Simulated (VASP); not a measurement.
Runs of VASP 6.6.1 on BAs. The structure is that of space group F-43m (No. 216), or close to it. The cells are those of the table. 

```csv
task,cell,gap on the mesh (eV),pressure (GPa)
single point,"a = 3.332 Å, angles 60.0°, 2 atoms",1.14,9.9
single point,"a = 3.422 Å, angles 60.0°, 2 atoms",(a),-1.9
electric field gradients,"a = 3.378 Å, angles 60.0°, 2 atoms",1.18,3.4
electric field gradients,"a = 3.332 Å, angles 60.0°, 2 atoms",1.14,9.9
```

Alike in all rows: level PBE; potentials or basis VASP PAW PBE potentials, release 64 (B, As); no spin polarisation; k mesh 13 × 13 × 13; cutoff (eV) 520; smearing fermi-dirac 0.05 eV.

Task: Fill in the values left out.

Result: (a) 1.22.

A k mesh can miss the band edges, and the runs leave out spin-orbit coupling on As.
